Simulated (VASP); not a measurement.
Wanted: the native input for a VASP 6.6.1 run.

```
Task                   : single point
Functional             : r2SCAN
Potentials or basis    : VASP PAW PBE potentials, release 64 (Al, Cu)
Cutoff                 : 520 eV
k mesh                 : 18 × 18 × 8
Occupations            : gaussian, width 0.1 eV
Spin                   : no spin polarisation
Dipole correction      : no
Further INCAR settings : ALGO = Normal; EDIFF = 1e-06; NBANDS = 18
```

Al3Cu:

```
CELL_PARAMETERS angstrom
2.74604 0.00000 0.00000
0.00000 2.74604 0.00000
0.00000 0.00000 7.63741
ATOMIC_POSITIONS crystal
Al 0.00000 0.00000 0.50000
Al 0.50000 0.50000 0.22264
Al 0.50000 0.50000 0.77736
Cu 0.00000 0.00000 0.00000
```

This cell differs from its parent crystal: biaxial strain in the a-b plane: -1.0 %.

One way to write it, as run:

POSCAR

```
Al3Cu
1.0
    2.7460430552      0.0000000000      0.0000000000
    0.0000000000      2.7460430552      0.0000000000
    0.0000000000      0.0000000000      7.6374142920
Al Cu
3 1
Direct
    0.0000000000      0.0000000000      0.5000000000
    0.5000000000      0.5000000000      0.2226430006
    0.5000000000      0.5000000000      0.7773569994
    0.0000000000      0.0000000000      0.0000000000
```

INCAR.step1

```
SYSTEM = Al3Cu
PREC     = Accurate       ! precision mode
ENCUT    = 520            ! plane-wave cutoff, eV
ISMEAR   = 0              ! smearing method
SIGMA    = 0.1            ! smearing width, eV
LREAL    = .FALSE.        ! projectors in reciprocal space
LASPH    = .TRUE.         ! aspherical terms in the spheres
NELM     = 80             ! most SCF steps
NBANDS   = 18             ! bands
GGA      = PE             ! functional
ALGO     = Normal         ! electronic algorithm
EDIFF    = 1E-4           ! SCF threshold, eV
LWAVE    = .TRUE.         ! write WAVECAR
LCHARG   = .FALSE.        ! write CHGCAR
```

INCAR.step2

```
SYSTEM = Al3Cu
PREC     = Accurate       ! precision mode
ENCUT    = 520            ! plane-wave cutoff, eV
EDIFF    = 1E-6           ! SCF threshold, eV
ISMEAR   = 0              ! smearing method
SIGMA    = 0.1            ! smearing width, eV
LREAL    = .FALSE.        ! projectors in reciprocal space
LASPH    = .TRUE.         ! aspherical terms in the spheres
NELM     = 80             ! most SCF steps
ALGO     = Normal         ! electronic algorithm
ISIF     = 2              ! what is computed and relaxed
LWAVE    = .FALSE.        ! write WAVECAR
LCHARG   = .FALSE.        ! write CHGCAR
METAGGA  = R2SCAN         ! meta-GGA
LMIXTAU  = .TRUE.       
NBANDS   = 18             ! bands
ISTART   = 1
```

KPOINTS

```
Automatic mesh
0
G
  18 18 8
  0 0 0
```

Potentials or basis: VASP PAW PBE potentials, release 64 (Al, Cu).

Launch:

```console
$ cat potpaw_PBE.64/Al/POTCAR potpaw_PBE.64/Cu/POTCAR > POTCAR
$ cp INCAR.step1 INCAR
$ mpirun -np 1 vasp_std > vasp.out
$ cp INCAR.step2 INCAR
$ mpirun -np 1 vasp_std > vasp.out
```

It gave:

| Quantity | Value |
| --- | --- |
| Pressure | 1.5 GPa |
| Largest force | 0.118 eV/Å |
| Band gap on the k mesh | zero (bands 10 and 11 overlap by 6.05 eV) |

Caveat: the cell differs from its parent crystal (biaxial strain in the a-b plane: -1.0 %); the PAW data sets were made with another functional, which shifts forces and pressure a little.

It took 24 min on 1 thread of Oxide Virtual Turin-like Processor (shared host), peak memory 0.34 GiB.
